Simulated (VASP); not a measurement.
# SiN (P6/mmm) in VASP: notebook

SiN is run at these levels: PBE; tasks: single point.

Everything below comes from runs of VASP 6.6.1. Logs are shortened: lines on timing, memory, paths and dates and some standing lists are left out, and cuts for length are marked.

## Step 1: The cell of the first run

The structure is hexagonal, space group P6/mmm (No. 191). The conventional cell has a = 2.661 Å, b = 2.661 Å, c = 3.487 Å, α = 90.00°, β = 90.00°, γ = 120.00°. Within 2.3 Å of Si (site symmetry 6/mmm) lie 2 N at 1.74 Å. Within 2.3 Å of N (site symmetry 6/mmm) lie 2 Si at 1.74 Å.

## Step 2: Single point, PBE

File INCAR:

```
SYSTEM = SiN
PREC = Accurate ; ENCUT = 600
EDIFF = 1E-6 ; ISMEAR = 0
SIGMA = 0.2 ; LREAL = .False.
LASPH = .True. ; NELM = 120
ALGO = Normal ; ISIF = 2
LWAVE = .False. ; LCHARG = .False.
GGA = PE ; NBANDS = 12
GGA_COMPAT = .False.
```

File KPOINTS:

```
regular mesh
0
Gamma
  9 9 4
  0 0 0
```

File POSCAR:

```
SiN
1.0
    2.6611924967      0.0000000000      0.0000000000
   -1.3305962483      2.3046603065      0.0000000000
    0.0000000000      0.0000000000      3.4873154892
Si N
1 1
Direct
    0.0000000000      0.0000000000      0.0000000000
    0.0000000000      0.0000000000      0.5000000000
```

Potentials or basis: VASP PAW PBE potentials, release 64 (Si, N).

Run with:

```bash
cat potpaw_PBE.64/Si/POTCAR potpaw_PBE.64/N/POTCAR > POTCAR
mpirun -np 1 vasp_std > vasp.out
```

OUTCAR:

```text
SYSTEM = SiN
   PREC = Accurate
   ENCUT = 600
   EDIFF = 1E-6
   ISMEAR = 0
   LREAL = .False.
   LASPH = .True.
   NELM = 120
   ISIF = 2
   GGA = PE

 ion  position               nearest neighbor table
   1  0.000  0.000  0.000-   2 1.74   2 1.74
   2  0.000  0.000  0.500-   1 1.74   1 1.74

  LATTYP: Found a hexagonal cell.
 ALAT       =     2.6611924967
 C/A-ratio  =     1.3104333841

  Lattice vectors:

 A1 = (   2.6611924967,   0.0000000000,   0.0000000000)
 A2 = (  -1.3305962483,   2.3046603065,   0.0000000000)
 A3 = (   0.0000000000,   0.0000000000,   3.4873154892)

Analysis of symmetry for initial positions (statically):
=====================================================================
 Subroutine PRICEL returns:
 Original cell was already a primitive cell.

 Routine SETGRP: Setting up the symmetry group for a
 hexagonal supercell.

 Subroutine GETGRP returns: Found 24 space group operations
 (whereof 24 operations were pure point group operations)
 out of a pool of 24 trial point group operations.

The static configuration has the point symmetry D_6h.

Analysis of symmetry for dynamics (positions and initial velocities):
=====================================================================
 Subroutine PRICEL returns:
 Original cell was already a primitive cell.

 Routine SETGRP: Setting up the symmetry group for a
 hexagonal supercell.

 Subroutine GETGRP returns: Found 24 space group operations
 (whereof 24 operations were pure point group operations)
 out of a pool of 24 trial point group operations.

The dynamic configuration has the point symmetry D_6h.

 Subroutine INISYM returns: Found 24 space group operations
 (whereof 24 operations are pure point group operations),
 and found     1 'primitive' translations

----------------------------------------------------------------------------------------

                                     Primitive cell

  volume of cell :      21.3882

  direct lattice vectors                    reciprocal lattice vectors
     2.661192497  0.000000000  0.000000000     0.375771389  0.216951712  0.000000000
    -1.330596248  2.304660307  0.000000000     0.000000000  0.433903425  0.000000000
     0.000000000  0.000000000  3.487315489     0.000000000  0.000000000  0.286753522

  length of vectors
     2.661192497  2.661192497  3.487315489     0.433903425  0.433903425  0.286753522

  position of ions in fractional coordinates (direct lattice)
     0.000000000  0.000000000  0.000000000
     0.000000000  0.000000000  0.500000000

  ion indices of the primitive-cell ions
   primitive index   ion index
                 1           1
                 2           2

----------------------------------------------------------------------------------------

 KPOINTS: regular mesh

Automatic generation of k-mesh.
 Grid dimensions read from file:
 generate k-points for:    9    9    4

 Generating k-lattice:

  Cartesian coordinates                     Fractional coordinates (reciprocal lattice)
     0.041752377  0.024105746  0.000000000     0.111111111  0.000000000  0.000000000
     0.000000000  0.048211492  0.000000000     0.000000000  0.111111111  0.000000000
     0.000000000  0.000000000  0.071688381     0.000000000  0.000000000  0.250000000

  Length of vectors
     0.048211492  0.048211492  0.071688381

  Shift w.r.t. Gamma in fractional coordinates (k-lattice)
     0.000000000  0.000000000  0.000000000

 Subroutine IBZKPT returns following result:
 ===========================================

 Found     36 irreducible k-points:

 Following reciprocal coordinates:
            Coordinates               Weight
  0.000000  0.000000  0.000000      1.000000
  0.111111  0.000000  0.000000      6.000000
  0.222222 -0.000000  0.000000      6.000000
  0.333333 -0.000000  0.000000      6.000000
  0.444444 -0.000000  0.000000      6.000000
  0.111111  0.111111  0.000000      6.000000
[... 16 lines left out ...]
  0.333333  0.222222  0.250000     24.000000
  0.333333  0.333333  0.250000      4.000000
 [... further k-points ...]
   k-points           NKPTS =     36   k-points in BZ     NKDIM =     36   number of bands    NBANDS=     12
   number of dos      NEDOS =    301   number of ions     NIONS =      2
   total plane-waves  NPLWV =  16128
   dimension x,y,z NGX =    24 NGY =   24 NGZ =   28
   dimension x,y,z NGXF=    48 NGYF=   48 NGZF=   56
   ions per type =               1   1
   NGX,Y,Z   is equivalent  to a cutoff of  14.99, 14.99, 13.35 a.u.
   NGXF,Y,Z  is equivalent  to a cutoff of  29.99, 29.99, 26.70 a.u.
 SYSTEM =  SiN
   PREC   = accura    normal or accurate (medium, high low for compatibility)
   ISTART =      0    job   : 0-new  1-cont  2-samecut
   ICHARG =      2    charge: 1-file 2-atom 10-const
   ISPIN  =      1    spin polarized calculation?
   LNONCOLLINEAR =      F non collinear calculations
   LSORBIT =      F    spin-orbit coupling
   LASPH  =      T    aspherical Exc in radial PAW
   ENCUT  =  600.0 eV  44.10 Ry    6.64 a.u.   5.32  5.32  6.97*2*pi/ulx,y,z
   NELM   =    120;   NELMIN=  2; NELMDL= -5     # of ELM steps
   EDIFF  = 0.1E-05   stopping-criterion for ELM
   LREAL  =      F    real-space projection
   EDIFFG = 0.1E-04   stopping-criterion for IOM
   NSW    =      0    number of steps for IOM
   IBRION =     -1    ionic relax: 0-MD 1-quasi-New 2-CG
   NFREE  =      0    steps in history (QN), initial steepest desc. (CG)
   ISIF   =      2    stress and relaxation
   ISYM   =      2    0-nonsym 1-usesym 2-fastsym
   POTIM  = 0.5000    time-step for ionic-motion
   TEBEG  =    0.0;   TEEND  =   0.0 temperature during run
   PSTRESS=    0.0 pullay stress
   NELECT =       9.0000    total number of electrons
   NUPDOWN=      -1.0000    fix difference up-down
   EMIN   =  10.00;   EMAX   =-10.00  energy-range for DOS
   EFERMI =   0.00;   METHOD = LEGACY
   ISMEAR =     0;   SIGMA  =   0.20  broadening in eV -4-tet -1-fermi 0-gaus
   EFERMI_NEDOS =   21; number of points for ismear=-14 and -15
   IALGO  =     38    algorithm
   IMIX   =      4    mixing-type and parameters
     AMIX     =   0.40;   BMIX     =  1.00
     AMIX_MAG =   1.60;   BMIX_MAG =  1.00
  volume/ion in A,a.u.               =      10.69        72.17
  Fermi-wavevector in a.u.,A,eV,Ry     =   1.226773  2.318265 20.476385  1.504972
  Thomas-Fermi vector in A             =   2.361761
   LORBIT       =      0    0 simple, 1 ext, 2 COOP (PROOUT), +10 PAW based schemes
   GGA     = PE    functional components
   LHFCALC =     F    Hartree Fock is set to
   AEXX    =    0.0000 exact exchange contribution
   IVDW    =     0    specifies the selected vdW correction
   LEPSILON=     F    determine dielectric tensor
   LRPA    =     F    only Hartree local field effects (RPA)
 non-spin polarized calculation
 Gauss-broadening in eV      SIGMA  =   0.20
  energy-cutoff  :      600.00
  volume of cell :       21.39
 maximum number of plane-waves:       724
 NGX is ok and might be reduce to    24

 number of electron       9.0000000 magnetization

 Free energy of the ion-electron system (eV)
  ---------------------------------------------------
  ext. energy  EPLUGINS =         0.00000000
  ---------------------------------------------------
  free energy    TOTEN  =       -11.81946376 eV

  energy without entropy =      -11.79945050  energy(sigma->0) =      -11.80945713

 E-fermi :   7.4125     XC(G=0): -11.4632

 val. band max:        7.2837749867   @ k =   0.3333  -0.0000   0.0000
 cond. band min:       7.4606787477   @ k =   0.4444  -0.0000   0.5000
 fundamental gap:      0.1769037610
 Fermi energy:         7.4124988298

 k-point     1 :       0.0000    0.0000    0.0000
  band No.  band energies     occupation
      1      -9.6793      2.00000
      2       0.4087      2.00000
      3       1.4218      2.00000
      4       8.3937      0.00000
      5       8.3937      0.00000
      6      19.9821      0.00000
      7      20.6321      0.00000
      8      20.8704      0.00000
      9      20.8704      0.00000
     10      21.5469      0.00000
     11      21.5469      0.00000
     12      26.5250      0.00000

 k-point     2 :       0.1111    0.0000    0.0000
  band No.  band energies     occupation
      1      -9.4488      2.00000
      2       0.5814      2.00000
      3       1.5841      2.00000
      4       7.7118      0.03434
      5       8.2009      0.00000
      6      17.9511      0.00000
      7      19.3253      0.00000
      8      19.5047      0.00000
      9      20.5079      0.00000
     10      22.7310      0.00000
     11      23.5364      0.00000
     12      26.5375      0.00000

 k-point     3 :       0.2222   -0.0000    0.0000
  band No.  band energies     occupation
      1      -8.7968      2.00000
      2       1.0532      2.00000
      3       1.8747      2.00000
      4       6.3406      2.00000
      5       7.7481      0.01765
      6      14.5733      0.00000
      7      17.7573      0.00000
      8      18.3333      0.00000
      9      19.4870      0.00000
     10      24.6383      0.00000
     11      25.4607      0.00000
     12      26.0647      0.00000
[... 286 lines left out ...]
 k-point    23 :       0.3333    0.2222    0.2500
  band No.  band energies     occupation
      1      -6.4905      2.00000
      2       0.7899      2.00000
      3       2.1774      2.00000
      4       4.6277      2.00000
      5       6.9926      1.99701
      6       9.2713      0.00000
      7      12.6300      0.00000
      8      18.8153      0.00000
      9      20.6281      0.00000
     10      23.8642      0.00000
     11      25.7416      0.00000
     12      28.0571      0.00000

 k-point    24 :       0.3333    0.3333    0.2500
  band No.  band energies     occupation
      1      -6.2910      2.00000
      2       1.2541      2.00000
      3       2.9566      2.00000
      4       2.9566      2.00000
      5       7.9557      0.00012
      6       7.9557      0.00012
      7      12.2582      0.00000
      8      19.5910      0.00000
      9      19.5910      0.00000
     10      24.5242      0.00000
     11      27.4135      0.00000
     12      27.4135      0.00000

 [... further k-points ...]
[... 5 lines left out ...]
  --------------------------------------------------------------------------------------
  -------------------------------------------------------------------------------------
  Total       -0.0187381     -0.0187381     -0.0407202     -0.0000000      0.0000000      0.0000000
  in kB       -1.4036605     -1.4036605     -3.0503234     -0.0000000      0.0000000      0.0000000
  external PRESSURE =      -1.9525482 kB  Pullay stress =       0.0000000 kB

 VOLUME and BASIS-vectors are now :
 -----------------------------------------------------------------------------
  energy-cutoff  :      600.00
  volume of cell :       21.39
      direct lattice vectors                 reciprocal lattice vectors
     2.661192497  0.000000000  0.000000000     0.375771389  0.216951712  0.000000000
    -1.330596248  2.304660307  0.000000000     0.000000000  0.433903425  0.000000000
     0.000000000  0.000000000  3.487315489     0.000000000  0.000000000  0.286753522

 POSITION                                       TOTAL-FORCE (eV/Angst)
 -----------------------------------------------------------------------------------
      0.00000      0.00000      0.00000         0.000000      0.000000      0.000000
      0.00000      0.00000      1.74366         0.000000      0.000000      0.000000
 -----------------------------------------------------------------------------------
    total drift:                               -0.000000      0.000000      0.000000

  FREE ENERGIE OF THE ION-ELECTRON SYSTEM (eV)
  ---------------------------------------------------
  free  energy   TOTEN  =       -11.8194637558 eV

  energy  without entropy=      -11.7994505024  energy(sigma->0) =      -11.80945713
```

It took 19 s on 1 thread of AMD EPYC 7R13, shared host; peak memory 0.11 GiB.

What came out:

```
Free energy : -11.8195 eV
Pressure    : -0.2 GPa
```

Stress tensor (GPa, compression positive):
```
-0.14  0.00  0.00
 0.00 -0.14  0.00
 0.00  0.00 -0.31
```

Caveat: the k points lie up to 0.45 Å⁻¹ apart.

## Step 3: Single point, PBE

This run uses another cell than the first one: it holds 4 atoms, not 2.

File INCAR:

```
  PREC = Accurate
  ENCUT = 600
  EDIFF = 1E-6
  ISMEAR = 0
  SIGMA = 0.2
  LREAL = F
  LASPH = T
  NELM = 120
  ALGO = Normal
  ISIF = 2
  LWAVE = F
  LCHARG = T
  GGA = PE
  LELF = T
  LVHAR = T
  NBANDS = 17
  GGA_COMPAT = F
```

File KPOINTS:

```
regular mesh
0
Gamma
  7 7 3
```

File POSCAR:

```
SiN
1.0
    3.4926878858     -0.0000000034      0.0000000000
   -1.7463439400      3.0247564383      0.0000000000
    0.0000000000      0.0000000000      4.8556972822
Si N
2 2
Direct
    0.0000000000      0.0000000000      0.0000000000
    0.0000000000      0.0000000000      0.5000000000
    0.3333333333      0.6666666667      0.0000000000
    0.6666666667      0.3333333333      0.0000000000
```

Potentials or basis: VASP PAW PBE potentials, release 64 (Si, N).

Run with:

```bash
cat potpaw_PBE.64/Si/POTCAR potpaw_PBE.64/N/POTCAR > POTCAR
mpirun -np 1 vasp_std > vasp.out
```

It took 30 s on 1 thread of AMD EPYC 7R13, shared host; peak memory 0.14 GiB.

The run converged. Its results:

- Free energy: -20.5157 eV
- Pressure: 0.4 GPa
- Band gap on the k mesh: zero (band 9 reaches 6.71 eV, above the bottom of band 10 at 5.24 eV)

Stress tensor (GPa, compression positive):
```
0.65 0.00 0.00
0.00 0.65 0.00
0.00 0.00 0.01
```

Levels at points of the mesh, in eV from the Fermi level:
| k point | band 6 | band 7 | band 8 | band 9 | band 10 | band 11 | band 12 | band 13 |
| --- | --- | --- | --- | --- | --- | --- | --- | --- |
| (0.00, 0.00, 0.00) | -5.52 | -2.94 | -2.94 | 0.37 | 0.87 | 1.24 | 4.44 | 4.44 |

Caveat: the k points lie up to 0.43 Å⁻¹ apart.
